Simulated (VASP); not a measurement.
# P (R-3m) in VASP: relaxation of cell and atoms with PBE

Aim: the relaxation of cell and atoms of P with PBE.

Everything below comes from runs of VASP 6.6.1. Logs are shortened: lines on timing, memory, paths and dates and some standing lists are left out, and cuts for length are marked.

## 1. The cell of the first run

Symmetry: R-3m, No. 166, trigonal system. Conventional cell: a = 3.484 Å, b = 3.484 Å, c = 9.342 Å, α = 90.00°, β = 90.00°, γ = 120.00°. P (site symmetry 3m) has 6 P at 2.31 to 2.82 Å within 3.1 Å.

## 2. Relaxation of cell and atoms, PBE

INCAR reads:

```
ALGO     = Normal         # electronic algorithm
EDIFF    = 1E-6           # SCF threshold, eV
EDIFFG   = -0.01          # ionic threshold
ENCUT    = 600            # plane-wave cutoff, eV
GGA      = PE             # functional
IBRION   = 2              # ionic algorithm
ISIF     = 3              # what is computed and relaxed
ISMEAR   = 0              # smearing method
LASPH    = T              # aspherical terms in the spheres
LCHARG   = F              # write CHGCAR
LREAL    = F              # projectors in reciprocal space
LWAVE    = F              # write WAVECAR
NELM     = 80             # most SCF steps
NSW      = 100            # ionic steps
PREC     = Accurate       # precision mode
SIGMA    = 0.1            # smearing width, eV
```

KPOINTS reads:

```
k-points
0
Gamma
  21 21 21
```

POSCAR reads:

```
P
1.0
    1.7417834072      1.0056191190      3.1141105444
   -1.7417834072      1.0056191190      3.1141105444
    0.0000000000     -2.0112382381      3.1141105444
P
2
Direct
    0.7722467147      0.7722467147      0.7722467147
    0.2277532853      0.2277532853      0.2277532853
```

Potentials or basis: VASP PAW PBE potentials, release 64 (P).

Launch:

```bash
> cat potpaw_PBE.64/P/POTCAR > POTCAR
> mpirun -np 1 vasp_std > vasp.out
```

OUTCAR:

```text
EDIFF = 1E-6
   EDIFFG = -0.01
   ENCUT = 600
   GGA = PE
   IBRION = 2
   ISIF = 3
   ISMEAR = 0
   LASPH = T
   LREAL = F
   NELM = 80
   NSW = 100
   PREC = Accurate

 ion  position               nearest neighbor table
   1  0.772  0.772  0.772-   2 2.31   2 2.31   2 2.31   2 2.82   2 2.82   2 2.82
   2  0.228  0.228  0.228-   1 2.31   1 2.31   1 2.31   1 2.82   1 2.82   1 2.82

  LATTYP: Found a trigonal (rhomboedric) cell.
 ALAT       =     3.7071233771
 COS(alpha) =     0.5584862701

  Lattice vectors:

 A1 = (   1.7417834072,   1.0056191190,   3.1141105444)
 A2 = (  -1.7417834072,   1.0056191190,   3.1141105444)
 A3 = (   0.0000000000,  -2.0112382381,   3.1141105444)

Analysis of symmetry for initial positions (statically):
=====================================================================
 Subroutine PRICEL returns:
 Original cell was already a primitive cell.

 Routine SETGRP: Setting up the symmetry group for a
 trigonal (rhombohedral) supercell.

 Subroutine GETGRP returns: Found 12 space group operations
 (whereof 12 operations were pure point group operations)
 out of a pool of 12 trial point group operations.

The static configuration has the point symmetry D_3d.

Analysis of symmetry for dynamics (positions and initial velocities):
=====================================================================
 Subroutine PRICEL returns:
 Original cell was already a primitive cell.

 Routine SETGRP: Setting up the symmetry group for a
 trigonal (rhombohedral) supercell.

 Subroutine GETGRP returns: Found 12 space group operations
 (whereof 12 operations were pure point group operations)
 out of a pool of 12 trial point group operations.

The dynamic configuration has the point symmetry D_3d.

 Subroutine INISYM returns: Found 12 space group operations
 (whereof 12 operations are pure point group operations),
 and found     1 'primitive' translations

----------------------------------------------------------------------------------------

                                     Primitive cell

  volume of cell :      32.7275

  direct lattice vectors                    reciprocal lattice vectors
     1.741783407  1.005619119  3.114110544     0.287062098  0.165735380  0.107039660
    -1.741783407  1.005619119  3.114110544    -0.287062098  0.165735380  0.107039660
     0.000000000 -2.011238238  3.114110544     0.000000000 -0.331470760  0.107039660

  length of vectors
     3.707123377  3.707123377  3.707123377     0.348325068  0.348325068  0.348325068

  position of ions in fractional coordinates (direct lattice)
     0.772246715  0.772246715  0.772246715
     0.227753285  0.227753285  0.227753285

  ion indices of the primitive-cell ions
   primitive index   ion index
                 1           1
                 2           2

----------------------------------------------------------------------------------------

 KPOINTS: k-points

Automatic generation of k-mesh.
 Grid dimensions read from file:
 generate k-points for:   21   21   21

 Generating k-lattice:

  Cartesian coordinates                     Fractional coordinates (reciprocal lattice)
     0.013669624  0.007892161  0.005097127     0.047619048 -0.000000000  0.000000000
    -0.013669624  0.007892161  0.005097127    -0.000000000  0.047619048  0.000000000
     0.000000000 -0.015784322  0.005097127     0.000000000  0.000000000  0.047619048

  Length of vectors
     0.016586908  0.016586908  0.016586908

  Shift w.r.t. Gamma in fractional coordinates (k-lattice)
     0.000000000  0.000000000  0.000000000

 Subroutine IBZKPT returns following result:
 ===========================================

 Found    891 irreducible k-points:

 Following reciprocal coordinates:
            Coordinates               Weight
  0.000000  0.000000  0.000000      1.000000
  0.047619  0.000000  0.000000      6.000000
  0.095238  0.000000  0.000000      6.000000
  0.142857  0.000000  0.000000      6.000000
  0.190476  0.000000  0.000000      6.000000
  0.238095  0.000000  0.000000      6.000000
[... 16 lines left out ...]
 -0.428571  0.047619 -0.000000     12.000000
 -0.380952  0.047619 -0.000000     12.000000
 [... further k-points ...]
   k-points           NKPTS =    891   k-points in BZ     NKDIM =    891   number of bands    NBANDS=      9
   number of dos      NEDOS =    301   number of ions     NIONS =      2
   total plane-waves  NPLWV =  27000
   dimension x,y,z NGX =    30 NGY =   30 NGZ =   30
   dimension x,y,z NGXF=    60 NGYF=   60 NGZF=   60
   ions per type =               2
   NGX,Y,Z   is equivalent  to a cutoff of  13.45, 13.45, 13.45 a.u.
   NGXF,Y,Z  is equivalent  to a cutoff of  26.91, 26.91, 26.91 a.u.
 SYSTEM =  unknown system
   PREC   = accura    normal or accurate (medium, high low for compatibility)
   ISTART =      0    job   : 0-new  1-cont  2-samecut
   ICHARG =      2    charge: 1-file 2-atom 10-const
   ISPIN  =      1    spin polarized calculation?
   LNONCOLLINEAR =      F non collinear calculations
   LSORBIT =      F    spin-orbit coupling
   LASPH  =      T    aspherical Exc in radial PAW
   ENCUT  =  600.0 eV  44.10 Ry    6.64 a.u.   7.40  7.40  7.40*2*pi/ulx,y,z
   NELM   =     80;   NELMIN=  2; NELMDL= -5     # of ELM steps
   EDIFF  = 0.1E-05   stopping-criterion for ELM
   LREAL  =      F    real-space projection
   EDIFFG = -.1E-01   stopping-criterion for IOM
   NSW    =    100    number of steps for IOM
   IBRION =      2    ionic relax: 0-MD 1-quasi-New 2-CG
   NFREE  =      1    steps in history (QN), initial steepest desc. (CG)
   ISIF   =      3    stress and relaxation
   ISYM   =      2    0-nonsym 1-usesym 2-fastsym
   POTIM  = 0.5000    time-step for ionic-motion
   TEBEG  =    0.0;   TEEND  =   0.0 temperature during run
   PSTRESS=    0.0 pullay stress
   NELECT =      10.0000    total number of electrons
   NUPDOWN=      -1.0000    fix difference up-down
   EMIN   =  10.00;   EMAX   =-10.00  energy-range for DOS
   EFERMI =   0.00;   METHOD = LEGACY
   ISMEAR =     0;   SIGMA  =   0.10  broadening in eV -4-tet -1-fermi 0-gaus
   EFERMI_NEDOS =   21; number of points for ismear=-14 and -15
   IALGO  =     38    algorithm
   IMIX   =      4    mixing-type and parameters
     AMIX     =   0.40;   BMIX     =  1.00
     AMIX_MAG =   1.60;   BMIX_MAG =  1.00
  volume/ion in A,a.u.               =      16.36       110.43
  Fermi-wavevector in a.u.,A,eV,Ry     =   1.102649  2.083704 16.542429  1.215834
  Thomas-Fermi vector in A             =   2.239095
   LORBIT       =      0    0 simple, 1 ext, 2 COOP (PROOUT), +10 PAW based schemes
   GGA     = PE    functional components
   LHFCALC =     F    Hartree Fock is set to
   AEXX    =    0.0000 exact exchange contribution
   IVDW    =     0    specifies the selected vdW correction
   LEPSILON=     F    determine dielectric tensor
   LRPA    =     F    only Hartree local field effects (RPA)
 conjugate gradient relaxation of ions
 non-spin polarized calculation
 Gauss-broadening in eV      SIGMA  =   0.10
  energy-cutoff  :      600.00
  volume of cell :       32.73
 maximum number of plane-waves:      1106
 NGX is ok and might be reduce to    30
   NGX = 15   NGY = 15   NGZ = 15

--------------------------------------- Ionic step        1  -------------------------------------------

 number of electron      10.0000000 magnetization

 Free energy of the ion-electron system (eV)
  ---------------------------------------------------
  ext. energy  EPLUGINS =         0.00000000
  ---------------------------------------------------
  free energy    TOTEN  =       -10.64960793 eV

  energy without entropy =      -10.64818512  energy(sigma->0) =      -10.64889653

------------------------ aborting loop because EDIFF is reached ----------------------------------------

  FORCE on cell =-STRESS in cart. coord.  units (eV):
  Direction    XX          YY          ZZ          XY          YZ          ZX
  --------------------------------------------------------------------------------------
  -------------------------------------------------------------------------------------
  Total       -0.0907452     -0.0907452     -0.0601128      0.0000000      0.0000000      0.0000000
  in kB       -4.4424396     -4.4424396     -2.9428266      0.0000000      0.0000000      0.0000000
  external PRESSURE =      -3.9425686 kB  Pullay stress =       0.0000000 kB
[... 201 lines left out ...]
  energy  without entropy=      -10.6491351057  energy(sigma->0) =      -10.64993753

--------------------------------------- Ionic step        7  -------------------------------------------

 number of electron      10.0000000 magnetization

 Free energy of the ion-electron system (eV)
  ---------------------------------------------------
  ext. energy  EPLUGINS =         0.00000000
  ---------------------------------------------------
  free energy    TOTEN  =       -10.65083667 eV

  energy without entropy =      -10.64922052  energy(sigma->0) =      -10.65002860

 E-fermi :   8.9620     XC(G=0): -10.7704

 val. band max:        8.9586738660   @ k =  -0.4762   0.0476   0.0000
 cond. band min:       8.9667478297   @ k =   0.3810   0.3810   0.3810
 fundamental gap:      0.0080739637
 Fermi energy:         8.9620100107

 k-point     1 :       0.0000    0.0000    0.0000
  band No.  band energies     occupation
      1      -7.4799      2.00000
      2       5.5021      2.00000
      3       5.9646      2.00000
      4       6.0809      2.00000
      5       6.0809      2.00000
      6      10.4814      0.00000
      7      11.7331      0.00000
      8      11.7331      0.00000
      9      14.6031      0.00000
[... 265 lines left out ...]
 k-point    24 :      -0.3810    0.0476   -0.0000
  band No.  band energies     occupation
      1      -4.9712      2.00000
      2      -1.7032      2.00000
      3       4.9958      2.00000
      4       5.9926      2.00000
      5       7.7684      2.00000
      6       9.1631      0.00445
      7       9.2164      0.00032
      8      10.3603      0.00000
      9      16.3120      0.00000

 [... further k-points ...]
[... 5 lines left out ...]
  --------------------------------------------------------------------------------------
  -------------------------------------------------------------------------------------
  Total        0.0018190      0.0018190      0.0089912      0.0000000     -0.0000000      0.0000000
  in kB        0.0904153      0.0904153      0.4469080      0.0000000     -0.0000000      0.0000000
  external PRESSURE =       0.2092462 kB  Pullay stress =       0.0000000 kB
[... 17 lines left out ...]
  FREE ENERGIE OF THE ION-ELECTRON SYSTEM (eV)
  ---------------------------------------------------
  free  energy   TOTEN  =       -10.6508366686 eV

  energy  without entropy=      -10.6492205239  energy(sigma->0) =      -10.65002860

 reached required accuracy - stopping structural energy minimisation
```

It took 17 min on 1 thread of Oxide Virtual Turin-like, shared host; peak memory 0.36 GiB.

What came out:

```
Free energy                            : -10.6508 eV
Relaxed volume                         : 16.12 Å³/atom
Relaxed cell                           : a = 3.675 Å, b = 3.675 Å, c = 3.675 Å, α = 56.46°, β = 56.46°, γ = 56.46°
Space group after relaxing (to 0.05 Å) : R-3m (No. 166)
Energy gained by relaxing              : 0.6 meV/atom
Ionic steps                            : 7
Pressure after relaxing                : 0.0 GPa
Largest force after relaxing           : 0.004 eV/Å
Band gap on the k mesh                 : zero (band 5 reaches 9.46 eV, above the bottom of band 6 at 8.67 eV)
```

Forces in eV/Å, atoms in the order of the input:
```
P    0.000  0.000 -0.004
P    0.000  0.000  0.004
```

Step by step:
```tsv
step	energy change (eV)	largest force (eV/Å)	pressure (GPa)	volume (Å³)
1	0.0000	0.0635	-0.39	32.73
2	-0.0006	0.0497	-0.08	32.54
3	-0.0008	0.0401	0.17	32.39
4	-0.0010	0.0184	-0.13	32.39
5	-0.0010	0.0149	-0.11	32.39
6	-0.0011	0.0084	-0.07	32.33
7	-0.0012	0.0035	0.02	32.23
```

Final structure:
```yaml
crystal:
  lattice:
    - [1.73844, 1.00369, 3.07892]
    - [-1.73844, 1.00369, 3.07892]
    - [0.00000, -2.00738, 3.07892]
  atoms:
    - { symbol: P, position: [0.77105, 0.77105, 0.77105] }
    - { symbol: P, position: [0.22895, 0.22895, 0.22895] }
```

Levels at points of the mesh, in eV from the Fermi level:
```csv
k point,band 3,band 4,band 5,band 6,band 7,band 8
"(0.00, 0.00, 0.00)",-3.00,-2.88,-2.88,1.52,2.77,2.77
```
